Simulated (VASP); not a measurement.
# TiSi2 (Immm) in VASP: a series of runs, part 2 of 2

VASP 6.6.1. Earlier steps stand in the parts before.

### 3 Single point, r2SCAN

This run uses another cell than the first one, of 14.45 Å³/atom.

File POSCAR:

```
TiSi2
1.0
   -1.4826264035      1.7234689397      4.2399784024
    1.4826264035     -1.7234689397      4.2399784024
    1.4826264035      1.7234689397     -4.2399784024
Ti Si
1 2
Direct
    0.0000000000      0.0000000000      0.0000000000
    0.6700780000      0.6700780000      0.0000000000
    0.3299220000      0.3299220000      0.0000000000
```

File INCAR.step1:

```
PREC = Accurate
ENCUT = 520
ISMEAR = -1
SIGMA = 0.05
LREAL = False
LASPH = True
NELM = 100
NBANDS = 17
GGA = PE
ALGO = Normal
EDIFF = 1E-4
LWAVE = True
LCHARG = False
```

File INCAR.step2:

```
PREC = Accurate
ENCUT = 520
EDIFF = 1E-6
ISMEAR = -1
SIGMA = 0.05
LREAL = False
LASPH = True
NELM = 100
ALGO = Normal
ISIF = 2
LWAVE = False
LCHARG = True
METAGGA = R2SCAN
LMIXTAU = True
LELF = True
LVHAR = True
NBANDS = 17
ISTART = 1
```

File KPOINTS:

```
regular mesh
0
Gamma
  12 12 12
```

Potentials or basis: VASP PAW PBE potentials, release 64 (Ti_sv, Si).

Run with:

```
cat potpaw_PBE.64/Ti_sv/POTCAR potpaw_PBE.64/Si/POTCAR > POTCAR
cp INCAR.step1 INCAR
mpirun -np 1 vasp_std > vasp.out
cp INCAR.step2 INCAR
mpirun -np 1 vasp_std > vasp.out
```

OUTCAR:

```text
PREC = Accurate
   ENCUT = 520
   EDIFF = 1E-6
   ISMEAR = -1
   LREAL = False
   LASPH = True
   NELM = 100
   ISIF = 2
   METAGGA = R2SCAN
   ISTART = 1

 ion  position               nearest neighbor table
   1  0.000  0.000  0.000-   2 2.69   2 2.69   2 2.69   3 2.69   2 2.69   3 2.69   3 2.69   3 2.69
                             2 2.80   3 2.80
   2  0.670  0.670  0.000-   3 2.65   3 2.65   3 2.65   3 2.65   1 2.69   1 2.69   1 2.69   1 2.69
                             1 2.80   3 2.88
   3  0.330  0.330  0.000-   2 2.65   2 2.65   2 2.65   2 2.65   1 2.69   1 2.69   1 2.69   1 2.69
                             1 2.80   2 2.88

  LATTYP: Found a body centered orthorhombic cell.
 ALAT       =     2.9652528070
 B/A-ratio  =     1.1624431722
 C/A-ratio  =     2.8597753233

  Lattice vectors:

 A1 = (  -1.4826264035,   1.7234689397,   4.2399784024)
 A2 = (   1.4826264035,  -1.7234689397,   4.2399784024)
 A3 = (   1.4826264035,   1.7234689397,  -4.2399784024)

Analysis of symmetry for initial positions (statically):
=====================================================================
 Subroutine PRICEL returns:
 Original cell was already a primitive cell.

 Routine SETGRP: Setting up the symmetry group for a
 body centered orthorhombic supercell.

 Subroutine GETGRP returns: Found  8 space group operations
 (whereof  8 operations were pure point group operations)
 out of a pool of  8 trial point group operations.

The static configuration has the point symmetry D_2h.

Analysis of symmetry for dynamics (positions and initial velocities):
=====================================================================
 Subroutine PRICEL returns:
 Original cell was already a primitive cell.

 Routine SETGRP: Setting up the symmetry group for a
 body centered orthorhombic supercell.

 Subroutine GETGRP returns: Found  8 space group operations
 (whereof  8 operations were pure point group operations)
 out of a pool of  8 trial point group operations.

The dynamic configuration has the point symmetry D_2h.

 Subroutine INISYM returns: Found  8 space group operations
 (whereof  8 operations are pure point group operations),
 and found     1 'primitive' translations

----------------------------------------------------------------------------------------

                                     Primitive cell

  volume of cell :      43.3370

  direct lattice vectors                    reciprocal lattice vectors
    -1.482626404  1.723468940  4.239978402     0.000000000  0.290112568  0.117925129
     1.482626404 -1.723468940  4.239978402     0.337239374  0.000000000  0.117925129
     1.482626404  1.723468940 -4.239978402     0.337239374  0.290112568  0.000000000

  length of vectors
     4.811023082  4.811023082  4.811023082     0.313163916  0.357262832  0.444854692

  position of ions in fractional coordinates (direct lattice)
     0.000000000  0.000000000  0.000000000
     0.670078000  0.670078000  0.000000000
     0.329922000  0.329922000  0.000000000

  ion indices of the primitive-cell ions
   primitive index   ion index
                 1           1
                 2           2
                 3           3

----------------------------------------------------------------------------------------

 KPOINTS: regular mesh

Automatic generation of k-mesh.
 Grid dimensions read from file:
 generate k-points for:   12   12   12

 Generating k-lattice:

  Cartesian coordinates                     Fractional coordinates (reciprocal lattice)
     0.000000000  0.024176047  0.009827094     0.083333333  0.000000000  0.000000000
     0.028103281  0.000000000  0.009827094     0.000000000  0.083333333  0.000000000
     0.028103281  0.024176047  0.000000000     0.000000000  0.000000000  0.083333333

  Length of vectors
     0.026096993  0.029771903  0.037071224

  Shift w.r.t. Gamma in fractional coordinates (k-lattice)
     0.000000000  0.000000000  0.000000000

 Subroutine IBZKPT returns following result:
 ===========================================

 Found    280 irreducible k-points:

 Following reciprocal coordinates:
            Coordinates               Weight
  0.000000  0.000000  0.000000      1.000000
  0.083333  0.000000 -0.000000      4.000000
  0.166667 -0.000000  0.000000      4.000000
  0.250000 -0.000000  0.000000      4.000000
  0.333333  0.000000  0.000000      4.000000
  0.416667  0.000000 -0.000000      4.000000
[... 16 lines left out ...]
  0.250000  0.166667  0.000000      8.000000
  0.333333  0.166667  0.000000      8.000000
 [... further k-points ...]
   k-points           NKPTS =    280   k-points in BZ     NKDIM =    280   number of bands    NBANDS=     17
   number of dos      NEDOS =    301   number of ions     NIONS =      3
   total plane-waves  NPLWV =  46656
   dimension x,y,z NGX =    36 NGY =   36 NGZ =   36
   dimension x,y,z NGXF=    72 NGYF=   72 NGZF=   72
   ions per type =               1   2
   NGX,Y,Z   is equivalent  to a cutoff of  12.44, 12.44, 12.44 a.u.
   NGXF,Y,Z  is equivalent  to a cutoff of  24.88, 24.88, 24.88 a.u.
 SYSTEM =  unknown system
   PREC   = accura    normal or accurate (medium, high low for compatibility)
   ISTART =      1    job   : 0-new  1-cont  2-samecut
   ICHARG =      0    charge: 1-file 2-atom 10-const
   ISPIN  =      1    spin polarized calculation?
   LNONCOLLINEAR =      F non collinear calculations
   LSORBIT =      F    spin-orbit coupling
   LASPH  =      T    aspherical Exc in radial PAW
   ENCUT  =  520.0 eV  38.22 Ry    6.18 a.u.   8.95  8.95  8.95*2*pi/ulx,y,z
   NELM   =    100;   NELMIN=  2; NELMDL=  0     # of ELM steps
   EDIFF  = 0.1E-05   stopping-criterion for ELM
   LREAL  =      F    real-space projection
   EDIFFG = 0.1E-04   stopping-criterion for IOM
   NSW    =      0    number of steps for IOM
   IBRION =     -1    ionic relax: 0-MD 1-quasi-New 2-CG
   NFREE  =      0    steps in history (QN), initial steepest desc. (CG)
   ISIF   =      2    stress and relaxation
   ISYM   =      2    0-nonsym 1-usesym 2-fastsym
   POTIM  = 0.5000    time-step for ionic-motion
   TEBEG  =    0.0;   TEEND  =   0.0 temperature during run
   PSTRESS=    0.0 pullay stress
   NELECT =      20.0000    total number of electrons
   NUPDOWN=      -1.0000    fix difference up-down
   EMIN   =  10.00;   EMAX   =-10.00  energy-range for DOS
   EFERMI =   0.00;   METHOD = LEGACY
   ISMEAR =    -1;   SIGMA  =   0.05  broadening in eV -4-tet -1-fermi 0-gaus
   EFERMI_NEDOS =   21; number of points for ismear=-14 and -15
   IALGO  =     38    algorithm
   IMIX   =      4    mixing-type and parameters
     AMIX     =   0.40;   BMIX     =  1.00
     AMIX_MAG =   1.60;   BMIX_MAG =  1.00
  volume/ion in A,a.u.               =      14.45        97.48
  Fermi-wavevector in a.u.,A,eV,Ry     =   1.265120  2.390731 21.776530  1.600530
  Thomas-Fermi vector in A             =   2.398390
   LORBIT       =      0    0 simple, 1 ext, 2 COOP (PROOUT), +10 PAW based schemes
   METAGGA = R2SCAN    functional components
   LHFCALC =     F    Hartree Fock is set to
   AEXX    =    0.0000 exact exchange contribution
   IVDW    =     0    specifies the selected vdW correction
   LEPSILON=     F    determine dielectric tensor
   LRPA    =     F    only Hartree local field effects (RPA)
 non-spin polarized calculation
  energy-cutoff  :      520.00
  volume of cell :       43.34
 maximum number of plane-waves:      1192
   NGX = 17   NGY = 17   NGZ = 17

 number of electron      19.9999998 magnetization

 Free energy of the ion-electron system (eV)
  ---------------------------------------------------
  ext. energy  EPLUGINS =         0.00000000
  ---------------------------------------------------
  free energy    TOTEN  =       -31.50957037 eV

  energy without entropy =      -31.49892357  energy(sigma->0) =      -31.50424697

 E-fermi :   9.8096     XC(G=0): -12.4430

 val. band max:        9.8042154657   @ k =  -0.3333  -0.3333   0.0833
 cond. band min:       9.8107136033   @ k =   0.4167   0.0833   0.0833
 fundamental gap:      0.0064981376
 Fermi energy:         9.8095876842

 k-point     1 :       0.0000    0.0000    0.0000
  band No.  band energies     occupation
      1     -48.9057      2.00000
      2     -24.1856      2.00000
      3     -24.1648      2.00000
      4     -23.9132      2.00000
      5      -3.4102      2.00000
      6       4.7719      2.00000
[... 9 lines left out ...]
     16      15.4630      0.00000
     17      15.8388      0.00000
[... 441 lines left out ...]
 k-point    24 :       0.3333    0.1667    0.0000
  band No.  band energies     occupation
      1     -48.8921      2.00000
      2     -24.2231      2.00000
      3     -24.1711      2.00000
      4     -23.9922      2.00000
      5      -1.1188      2.00000
      6       2.2769      2.00000
[... 9 lines left out ...]
     16      15.2022      0.00000
     17      17.8061      0.00000

 [... further k-points ...]
[... 5 lines left out ...]
  --------------------------------------------------------------------------------------
  -------------------------------------------------------------------------------------
  Total       -1.0603026     -1.2484474     -1.4817045      0.0000000      0.0000000      0.0000000
  in kB      -39.1995944    -46.1553467    -54.7789048      0.0000000      0.0000000      0.0000000
  external PRESSURE =     -46.7112820 kB  Pullay stress =       0.0000000 kB

 VOLUME and BASIS-vectors are now :
 -----------------------------------------------------------------------------
  energy-cutoff  :      520.00
  volume of cell :       43.34
      direct lattice vectors                 reciprocal lattice vectors
    -1.482626404  1.723468940  4.239978402     0.000000000  0.290112568  0.117925129
     1.482626404 -1.723468940  4.239978402     0.337239374  0.000000000  0.117925129
     1.482626404  1.723468940 -4.239978402     0.337239374  0.290112568  0.000000000

 POSITION                                       TOTAL-FORCE (eV/Angst)
 -----------------------------------------------------------------------------------
      0.00000      0.00000      0.00000        -0.000000      0.000000     -0.000000
      0.00000      0.00000      5.68223        -0.000000     -0.000000      0.035894
      0.00000      0.00000      2.79772         0.000000      0.000000     -0.035894
 -----------------------------------------------------------------------------------
    total drift:                               -0.000000      0.000000     -0.000000

  FREE ENERGIE OF THE ION-ELECTRON SYSTEM (eV)
  ---------------------------------------------------
  free  energy   TOTEN  =       -31.5095703744 eV

  energy  without entropy=      -31.4989235667  energy(sigma->0) =      -31.50424697
```

Run time: 16 min. Hardware: 1 thread of Intel Xeon 8259CL, shared host; peak memory 0.36 GiB.

What came out:

```
Free energy            : -31.5096 eV
Pressure               : -4.7 GPa
Largest force          : 0.036 eV/Å
Band gap on the k mesh : zero (bands 10 and 11 overlap by 2.50 eV)
```

Forces on the atoms (eV/Å):
```
Ti   0.000  0.000  0.000
Si   0.000  0.000  0.036
Si   0.000  0.000 -0.036
```

Stress tensor (GPa, compression positive):
```
-3.92  0.00  0.00
 0.00 -4.62  0.00
 0.00  0.00 -5.48
```

Caveat: the cell stands under tension; the PAW data sets were made with another functional, which shifts forces and pressure a little.

### 4 Single point, r2SCAN

This run uses another cell than the first one, of 15.01 Å³/atom.

File POSCAR:

```
TiSi2
1.0
   -1.5017591770      1.7457097017      4.2946938359
    1.5017591770     -1.7457097017      4.2946938359
    1.5017591770      1.7457097017     -4.2946938359
Ti Si
1 2
Direct
    0.0000000000      0.0000000000      0.0000000000
    0.6700780000      0.6700780000      0.0000000000
    0.3299220000      0.3299220000      0.0000000000
```

File INCAR.step1:

```
SYSTEM = TiSi2
  ALGO = Normal
  EDIFF = 1E-4
  ENCUT = 520
  GGA = PE
  ISMEAR = -1
  LASPH = .True.
  LCHARG = .False.
  LREAL = .False.
  LWAVE = .True.
  NBANDS = 17
  NELM = 60
  PREC = Accurate
  SIGMA = 0.05
```

File INCAR.step2:

```
SYSTEM = TiSi2
  ALGO = Normal
  EDIFF = 1E-6
  ENCUT = 520
  ISIF = 2
  ISMEAR = -1
  ISTART = 1
  LASPH = .True.
  LCHARG = .True.
  LELF = .True.
  LMIXTAU = .True.
  LREAL = .False.
  LVHAR = .True.
  LWAVE = .False.
  METAGGA = R2SCAN
  NBANDS = 17
  NELM = 60
  PREC = Accurate
  SIGMA = 0.05
```

File KPOINTS:

```
k-points
0
Gamma
  12 12 12
  0 0 0
```

Run with:

```
cat potpaw_PBE.64/Ti_sv/POTCAR potpaw_PBE.64/Si/POTCAR > POTCAR
cp INCAR.step1 INCAR
mpirun -np 1 vasp_std > vasp.out
cp INCAR.step2 INCAR
mpirun -np 1 vasp_std > vasp.out
```

It took 15 min on 1 thread of Intel Xeon 8259CL, shared host; peak memory 0.37 GiB.

It converged, with:

* Free energy: -31.4364 eV
* Pressure: -9.1 GPa
* Band gap on the k mesh: zero (bands 10 and 11 overlap by 2.41 eV)

Forces in eV/Å, atoms in the order of the input:
```
Ti   0.000  0.000  0.000
Si   0.000  0.000 -0.003
Si   0.000  0.000  0.003
```

Stress tensor (GPa, compression positive):
```
-8.01  0.00  0.00
 0.00 -9.21  0.00
 0.00  0.00 -9.99
```

Levels at points of the mesh, in eV from the Fermi level:
```csv
k point,band 7,band 8,band 9,band 10,band 11,band 12,band 13,band 14
"(0.00, 0.00, 0.00)",-4.47,-2.24,-0.63,0.79,2.05,2.43,3.00,3.68
"(0.50, 0.00, 0.00)",-4.60,-3.92,-0.72,1.00,2.10,2.55,3.42,3.99
"(0.00, 0.50, 0.00)",-3.86,-3.50,-0.92,-0.39,1.01,2.72,3.28,3.94
"(0.50, 0.50, 0.00)",-5.26,-4.97,-2.98,-1.28,-0.89,2.59,2.86,3.12
"(0.50, 0.50, 0.50)",-1.49,-1.23,-0.34,0.47,2.02,2.39,2.48,3.59
```

Caveat: the cell stands under tension; the PAW data sets were made with another functional, which shifts forces and pressure a little.

### 5 Summary

```csv
cell,gap on the mesh (eV),pressure (GPa),largest force (eV/Å)
"a = 4.779 Å, angles 144.1, 138.0, 56.4°, 3 atoms",none,-2.1,0.06
"a = 4.811 Å, angles 144.1, 138.0, 56.4°, 3 atoms",none,-4.7,0.04
"a = 4.873 Å, angles 144.1, 138.0, 56.4°, 3 atoms",none,-9.1,-
```

Alike in all rows: task single point; level r2SCAN; potentials or basis VASP PAW PBE potentials, release 64 (Ti_sv, Si); no spin polarisation; k mesh 12 × 12 × 12; cutoff (eV) 520; smearing fermi-dirac 0.05 eV.

Caveats: the PAW data sets were made with another functional, which shifts forces and pressure a little; the cell stands under tension (at least some runs).

Total energies depend on the potentials used, so only differences within one code and one set of settings carry meaning.
